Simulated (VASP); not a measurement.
Wanted: the native input for a VASP 6.6.1 run.

| Item | Value |
| --- | --- |
| Task | single point |
| Functional | PBEsol |
| Potentials or basis | VASP PAW PBE potentials, release 64 (Ti_sv, Al) |
| Cutoff | 520 eV |
| k mesh | 18 × 10 × 10 |
| Occupations | gaussian, width 0.15 eV |
| Spin | no spin polarisation |
| Dipole correction | no |
| Further INCAR settings | ALGO = Fast; EDIFF = 1e-06; NBANDS = 18 |

The structure of TiAl3 lies in POSCAR:

```
TiAl3
1.0
    2.7813912058      0.0000000000      0.0000000000
    0.0000000000      4.6710700323      0.0000000000
    0.0000000000      0.0000000000      4.8934030395
Ti Al
1 3
Direct
   -0.0808947693      0.5000000000      0.1631682049
    0.5000000000      0.5000000000      0.6640465240
    0.5000000000      0.0000000000      0.3331101826
    0.0000000000      0.0000000000      0.8396740885
```

This cell differs from its parent crystal: atom 1 (Ti) moved -0.225 Å along Cartesian [1 0 0].

The input as run:

INCAR

```
SYSTEM = TiAl3
  PREC = Accurate
  ENCUT = 520
  EDIFF = 1E-6
  ISMEAR = 0
  SIGMA = 0.15
  LREAL = .False.
  LASPH = .True.
  NELM = 60
  ALGO = Fast
  ISIF = 2
  LWAVE = .False.
  LCHARG = .False.
  GGA = PS
  NBANDS = 18
```

KPOINTS

```
regular mesh
0
Gamma
  18 10 10
  0 0 0
```

Potentials or basis: VASP PAW PBE potentials, release 64 (Ti_sv, Al).

The run is started by

```bash
$ cat potpaw_PBE.64/Ti_sv/POTCAR potpaw_PBE.64/Al/POTCAR > POTCAR
$ mpirun -np 1 vasp_std > vasp.out
```

Results of the run:

```json
{
 "Pressure": "0.6 GPa",
 "Largest force": "1.037 eV/Å"
}
```

Caveat: the cell differs from its parent crystal (atom 1 (Ti) moved -0.225 Å along Cartesian [1 0 0]); the PAW data sets were made with another functional, which shifts forces and pressure a little.

Run time: 27 min on 1 thread of Oxide Virtual Turin-like Processor, with other jobs on the host, peak memory 0.61 GiB.
